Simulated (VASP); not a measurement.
Set up this calculation in VASP 6.6.1, as the native input.

```yaml
Task: single point
Functional: PBEsol
Potentials_or_basis: VASP PAW PBE potentials, release 64 (Pt, Al)
Cutoff: 520 eV
k_mesh: 8 × 8 × 8
Occupations: fermi-dirac, width 0.05 eV
Spin: no spin polarisation
Dipole_correction: no
Further_INCAR_settings: ALGO = Normal; EDIFF = 1e-06; NBANDS = 15
```

The structure of Al2Pt lies in POSCAR:

```
Al2Pt
1.0
    0.0000000000      2.7999248881      2.7999248881
    2.7999248881      0.0000000000      2.7999248881
    2.7999248881      2.7999248881      0.0000000000
Pt Al
1 2
Direct
    0.0000000000      0.0000000000      0.0000000000
    0.7500000000      0.7500000000      0.7500000000
    0.2500000000      0.2500000000      0.2500000000
```

These files were run (other wordings do the same):

INCAR

```
PREC = Accurate
ENCUT = 520
EDIFF = 1E-6
ISMEAR = -1
SIGMA = 0.05
LREAL = False
LASPH = True
NELM = 80
ALGO = Normal
ISIF = 2
LWAVE = False
LCHARG = False
GGA = PS
NBANDS = 15
```

KPOINTS

```
regular mesh
0
Gamma
  8 8 8
```

Potentials or basis: VASP PAW PBE potentials, release 64 (Pt, Al).

Launch:

```console
$ cat potpaw_PBE.64/Pt/POTCAR potpaw_PBE.64/Al/POTCAR > POTCAR
$ mpirun -np 1 vasp_std > vasp.out
```

Results of the run:

```yaml
Pressure: 30.2 GPa
Band_gap_on_the_k_mesh: zero (band 8 reaches 13.75 eV, above the bottom of band 9 at 7.93 eV)
```

Caveat: the PAW data sets were made with another functional, which shifts forces and pressure a little; spin-orbit coupling is left out, which moves the levels of the heavy elements.

Run time: 20 s on 1 thread of Intel Xeon 8259CL (shared host), peak memory 0.18 GiB.
